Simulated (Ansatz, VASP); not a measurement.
## Two plane-wave programs on Be4ZnTe

```
Be Zn Te
1.0
     3.74961    0.02954   -0.09123
    -1.84838    3.20243   -0.00033
    -0.35378   -0.20124   14.47013
Be Zn Te
8 2 2
Direct
  0.03106 0.43248 0.27381
  0.02885 0.43096 0.77379
  0.45630 0.64469 0.41672
  0.45501 0.64386 0.91671
  0.68064 0.75727 0.27239
  0.67843 0.75578 0.77237
  0.37290 0.10319 0.32338
  0.37097 0.10196 0.82341
  0.32832 0.08180 0.17431
  0.32580 0.07951 0.67437
  0.13529 0.98388 0.99440
  0.13642 0.98462 0.49435
```

Change from the starting cell: cell x2, atoms moved at random (sigma 0.05 Å) and cell strained at random (1.5 %), then relaxed without symmetry.

Alike in both runs: functional PBE; k mesh 6 × 6 × 2; occupations gaussian, width 0.2 eV; no spin polarisation.

Ansatz relaxed the structure, and its values are those at the end. VASP's run is a single point on that final structure, the one shown.

|  | VASP | Ansatz |
| --- | --- | --- |
| version | VASP 6.6.1 | Ansatz 0.2.0 |
| potentials or method | VASP PAW PBE potentials, release 64 (Be, Zn, Te), cutoff 600 eV | scalar-relativistic, plane waves, PAW |
| valence electrons in the cell | 52 | 72 |

|  | VASP | Ansatz | Ansatz less VASP |
| --- | --- | --- | --- |
| gap on the k mesh at the Fermi level (eV) | none | none | - |
| pressure (GPa) | 0.2 | 0.0 | -0.13 |
| rms of the force components (eV/Å) | 0.012 | 0.011 | -0.0014 |

A gap of «none» marks a metal or a gap that the smearing closes. VASP's potentials hold 52 valence electrons a cell and Ansatz's 72, so a difference there can come from the potentials and not from the codes.

Neither program's run includes spin-orbit coupling.
